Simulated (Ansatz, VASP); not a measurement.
## One calculation of Zr2Zn2N3, two programs

INCAR

```
PREC = Accurate ; ENCUT = 520
EDIFF = 1E-6 ; ISMEAR = 0
SIGMA = 0.02 ; LREAL = F
LASPH = T ; NELM = 100
ALGO = Normal ; ISIF = 2
LWAVE = F ; LCHARG = F
NBANDS = 40
```

The input KPOINTS:

```
Automatic mesh
0
Gamma
  10 10 3
```

POSCAR

```
Zr2Zn2N3
1.0
    3.2204070070      0.0000000000      0.0000000000
   -1.6102035035      2.7889542786      0.0000000000
    0.0000000000      0.0000000000     10.2785760000
Zr Zn N
2 2 3
Direct
    0.3333333333      0.6666666667      0.1350020000
    0.6666666667      0.3333333333      0.8649980000
    0.6666666667      0.3333333333      0.5921750000
    0.3333333333      0.6666666667      0.4078250000
    0.0000000000      0.0000000000      0.0000000000
    0.6666666667      0.3333333333      0.2518160000
    0.3333333333      0.6666666667      0.7481840000
```

input.yaml

```yaml
crystal:
  lattice:
    - [3.220407007, 0.0, 0.0]
    - [-1.6102035035, 2.7889542786, 0.0]
    - [0.0, 0.0, 10.278576]
  atoms:
    - { symbol: Zr, position: [0.3333333333, 0.6666666667, 0.135002] }
    - { symbol: Zr, position: [0.6666666667, 0.3333333333, 0.864998] }
    - { symbol: Zn, position: [0.6666666667, 0.3333333333, 0.592175] }
    - { symbol: Zn, position: [0.3333333333, 0.6666666667, 0.407825] }
    - { symbol: "N", position: [0.0, 0.0, 0.0] }
    - { symbol: "N", position: [0.6666666667, 0.3333333333, 0.251816] }
    - { symbol: "N", position: [0.3333333333, 0.6666666667, 0.748184] }
hamiltonian:
  xc: lda
  pseudopotentials: { kind: paw }
kpoints:
  mp_grid: { grid: [10, 10, 3] }
scf:
  occupations: { method: gaussian, width: 0.02 }
output:
  forces: true
  stress: true
  eigenvalues: true
```

Alike in both runs: task single point; functional LDA; k mesh 10 × 10 × 3; occupations gaussian, width 0.02 eV; no spin polarisation.

```csv
,VASP,Ansatz
version,VASP 6.6.1,Ansatz 0.2.0
potentials or method,"VASP PAW LDA potentials, release 64 (Zr_sv, Zn, N)",Ansatz PAW
plane-wave cutoff (eV),520,420
valence electrons in the cell,63,63
```

|  | VASP | Ansatz | Ansatz less VASP |
| --- | --- | --- | --- |
| gap on the k mesh at the Fermi level (eV) | none | none | - |
| pressure (GPa) | -12.0 | -12.5 | -0.52 |
| traceless stress, the component that is largest in VASP (GPa) | -0.89 | -0.98 | -0.089 |
| rms of the force components (eV/Å) | 0.116 | 0.128 | +0.0124 |

LDA's correlation is that of Perdew and Zunger in VASP and of Perdew and Wang (1992) in Ansatz. Atom by atom the forces differ by 0.013 eV/Å (rms over components). A gap of «none» marks a metal or a gap that the smearing closes.
